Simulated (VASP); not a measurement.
VN2, 6 atoms in the cell. The structure is tetragonal, space group I4/mcm (No. 140). Conventional cell: a = 4.301 Å, b = 4.301 Å, c = 4.983 Å, α = 90.00°, β = 90.00°, γ = 90.00°. V (site symmetry 422) has 8 N at 2.13 Å and 2 V at 2.49 Å within 2.8 Å. Within 1.9 Å of N (site symmetry m2m) lie 1 N at 1.40 Å. 

| Quantity | Value |
| --- | --- |
| Program | VASP 6.6.1 |
| Task | single point |
| Functional | PBEsol |
| Potentials or basis | VASP PAW PBE potentials, release 64 (V_sv, N) |
| Cutoff | 520 eV |
| k mesh | 12 × 12 × 12 |
| Occupations | gaussian, width 0.3 eV |
| Spin | no spin polarisation |
| Dipole correction | no |
| Further INCAR settings | ALGO = Normal; EDIFF = 1e-07; NBANDS = 32 |

Potentials or basis: VASP PAW PBE potentials, release 64 (V_sv, N).

The run is started by

```bash
$ cat potpaw_PBE.64/V_sv/POTCAR potpaw_PBE.64/N/POTCAR > POTCAR
$ mpirun -np 1 vasp_std > vasp.out
```

Hardware: 1 thread of AMD EPYC 9R45 96-Core Processor (Zen 5) (shared host).

Problem. Estimate the wall time of this run.

Solution. Wall time 2.7 min on 1 thread of AMD EPYC 9R45 96-Core Processor (Zen 5), with other jobs on the host, peak memory 0.27 GiB. Counts: scf iterations 16, k points 163.
